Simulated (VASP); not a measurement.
## MgB2: relaxation of shape and atoms at fixed volume with r2SCAN

The system is MgB2.

```xyz
3
Lattice="3.1136 0.0000 0.0000 -1.5568 2.6965 0.0000 0.0000 0.0000 3.5435" Properties=species:S:1:pos:R:3 pbc="T T T"
Mg    0.0000    0.0000    0.0000
B     0.0000    1.7976    1.7717
B     1.5568    0.8988    1.7717
```

```json
{
  "Program": "VASP 6.6.1",
  "Task": "relaxation of shape and atoms at fixed volume",
  "Functional": "r2SCAN",
  "Potentials or basis": "VASP PAW PBE potentials, release 64 (Mg, B)",
  "Cutoff": "600 eV",
  "k mesh": "8 × 8 × 6",
  "Occupations": "gaussian, width 0.05 eV",
  "Spin": "no spin polarisation",
  "Dipole correction": "no",
  "Further INCAR settings": "ALGO = Normal; EDIFF = 1e-06; IBRION = 2; EDIFFG = -0.01; NSW = 60; ISIF = 4"
}
```

```
Energy gained by relaxing : 0.1 meV/atom
Ionic steps               : 3
Pressure after relaxing   : -5.9 GPa
Band gap on the k mesh    : zero (bands 4 and 5 overlap by 2.60 eV)
```

The path:
```csv
step,energy change (eV),largest force (eV/Å),pressure (GPa),volume (Å³)
1,0.0000,0.0000,-6.06,29.75
2,-0.0001,0.0000,-6.00,29.75
3,-0.0002,0.0000,-5.92,29.75
```

Final structure:
```yaml
crystal:
  lattice:
    - [3.10909, 0.00000, 0.00000]
    - [-1.55454, 2.69255, 0.00000]
    - [0.00000, 0.00000, 3.55379]
  atoms:
    - { symbol: Mg, position: [0.00000, 0.00000, 0.00000] }
    - { symbol: B, position: [0.33333, 0.66667, 0.50000] }
    - { symbol: B, position: [0.66667, 0.33333, 0.50000] }
```

Levels at points of the mesh, in eV from the Fermi level:
| k point | band 2 | band 3 | band 4 | band 5 | band 6 | band 7 |
| --- | --- | --- | --- | --- | --- | --- |
| (0.00, 0.00, 0.00) | -3.13 | 0.33 | 0.33 | 1.82 | 6.48 | 6.48 |
| (0.50, 0.00, 0.00) | -8.22 | -2.33 | 0.17 | 3.18 | 4.01 | 5.57 |
| (0.00, 0.00, 0.50) | -7.68 | 0.72 | 0.72 | 6.81 | 6.81 | 8.39 |
| (0.50, 0.00, 0.50) | -7.32 | -3.74 | -2.03 | -1.27 | 5.82 | 9.29 |

Run time: 2.9 min on 1 thread of Intel Xeon 8259CL, on a shared host, peak memory 0.17 GiB.

Caveat: the PAW data sets were made with another functional, which shifts forces and pressure a little.
